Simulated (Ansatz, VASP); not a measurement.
**One calculation of Nb2PtSe5, two programs**

```
Nb Pt Se
1.0
     6.55831   -1.71775   -0.13281
     6.55831    1.71775   -0.13281
    -3.53911    0.00000   15.59629
Nb Pt Se
4 2 10
Direct
  0.86021 0.86021 0.62719
  0.13979 0.13979 0.37281
  0.56798 0.56798 0.17762
  0.43202 0.43202 0.82238
  0.00000 0.00000 0.50000
  0.00000 0.00000 0.00000
  0.35418 0.35418 0.49215
  0.64582 0.64582 0.50785
  0.25933 0.25933 0.70108
  0.74067 0.74067 0.29892
  0.49009 0.49009 0.31211
  0.08285 0.08285 0.87748
  0.91715 0.91715 0.12252
  0.82929 0.82929 0.89440
  0.17071 0.17071 0.10560
  0.50991 0.50991 0.68789
```

Alike in both runs: functional PBE; k mesh 4 × 4 × 1; occupations gaussian, width 0.15 eV; no spin polarisation.

Ansatz relaxed the structure, and its values are those at the end. VASP's run is a single point on that final structure, the one shown.

|  | VASP | Ansatz |
| --- | --- | --- |
| version | VASP 6.6.1 | Ansatz 0.2.0 |
| potentials or method | VASP PAW PBE potentials, release 64 (Nb_sv, Pt, Se), cutoff 520 eV | scalar-relativistic, plane waves, PAW |
| valence electrons in the cell | 132 | 248 |

Ansatz gave:

```
gap on the k mesh at the Fermi level (eV) : none
pressure (GPa)                            : 0.1
rms of the force components (eV/Å)        : 0.021
```

Estimate VASP's values.

gap on the k mesh at the Fermi level (eV): none; pressure (GPa): 0.0; rms of the force components (eV/Å): 0.021.

A gap of «none» marks a metal or a gap that the smearing closes. VASP's potentials hold 132 valence electrons a cell and Ansatz's 248, so a difference there can come from the potentials and not from the codes.

The k mesh is coarse, so the values compare programs but aren't converged. Spin-orbit coupling is off throughout.
